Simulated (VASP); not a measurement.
A run of VASP 6.6.1:

Contents of INCAR:

```
SYSTEM = Al6Co5Ni
ALGO = Normal ; EDIFF = 1E-6
ENCUT = 520 ; GGA = PE
ISIF = 2 ; ISMEAR = 0
ISPIN = 2 ; LASPH = .True.
LCHARG = .True. ; LELF = .True.
LMAXMIX = 4 ; LORBIT = 11
LREAL = .False. ; LVHAR = .True.
LWAVE = .False. ; MAGMOM = 0 0 0 0 0 0 0 0 0.27 0.27 0.27 0.12
NBANDS = 52 ; NELM = 150
PREC = Accurate ; SIGMA = 0.1
```

KPOINTS

```
k-points
0
Gamma
  4 4 2
  0 0 0
```

Contents of POSCAR:

```
Al6Co5Ni
1.0
    4.0334927000      0.0000000000      0.0000000000
    0.0000000000      4.0334927000      0.0000000000
    0.0000000000      0.0000000000      8.6330654000
Al Co Ni
6 5 1
Direct
    0.0000000000      0.5000000000      0.8316810000
    0.0000000000      0.5000000000      0.1683190000
    0.0000000000      0.5000000000      0.5000000000
    0.5000000000      0.0000000000      0.8316810000
    0.5000000000      0.0000000000      0.1683190000
    0.5000000000      0.0000000000      0.5000000000
    0.0000000000      0.0000000000      0.6660790000
    0.0000000000      0.0000000000      0.3339210000
    0.5000000000      0.5000000000      0.6671120000
    0.5000000000      0.5000000000      0.0000000000
    0.5000000000      0.5000000000      0.3328880000
    0.0000000000      0.0000000000      0.0000000000
```

Potentials or basis: VASP PAW PBE potentials, release 64 (Al, Co, Ni).

The run is started by

```sh
$ cat potpaw_PBE.64/Al/POTCAR potpaw_PBE.64/Co/POTCAR potpaw_PBE.64/Ni/POTCAR > POTCAR
$ mpirun -np 1 vasp_std > vasp.out
```

Hardware: 1 thread of Intel(R) Xeon(R) Platinum 8375C CPU @ 2.90GHz (Ice Lake), with other jobs on the host.

**Question.** How long does it take, and how much memory?

**Answer.** Wall time 3.7 min on 1 thread of Intel(R) Xeon(R) Platinum 8375C CPU @ 2.90GHz (Ice Lake) (shared host), peak memory 0.35 GiB. Counts: scf iterations 20, k points 12.
